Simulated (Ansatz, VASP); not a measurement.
## Two plane-wave programs on Ge

```xyz
2
Lattice="2.9133 0.0000 0.0000 -1.4566 2.5230 0.0000 0.0000 0.0000 5.0025" Properties=species:S:1:pos:R:3 pbc="T T T"
Ge    0.0000    1.6820    1.2506
Ge    1.4566    0.8410    3.7519
```

Alike in both runs: functional PBEsol; k mesh 18 × 18 × 10; occupations gaussian, width 0.1 eV; no spin polarisation.

Ansatz relaxed the structure, and its values are those at the end. VASP's run is a single point on that final structure, the one shown.

|  | VASP | Ansatz |
| --- | --- | --- |
| version | VASP 6.6.1 | Ansatz 0.2.0 |
| potentials or method | VASP PAW PBE potentials, release 64 (Ge_d), cutoff 520 eV | scalar-relativistic, plane waves, PAW |
| valence electrons in the cell | 28 | 28 |

VASP gave:

```
gap on the k mesh at the Fermi level (eV) : none
pressure (GPa)                            : -0.1
```

Question: What did Ansatz give for the same quantities?

Answer: gap on the k mesh at the Fermi level (eV): none; pressure (GPa): 0.0.

VASP's potentials were made for PBE, not for PBEsol. A gap of «none» marks a metal or a gap that the smearing closes.
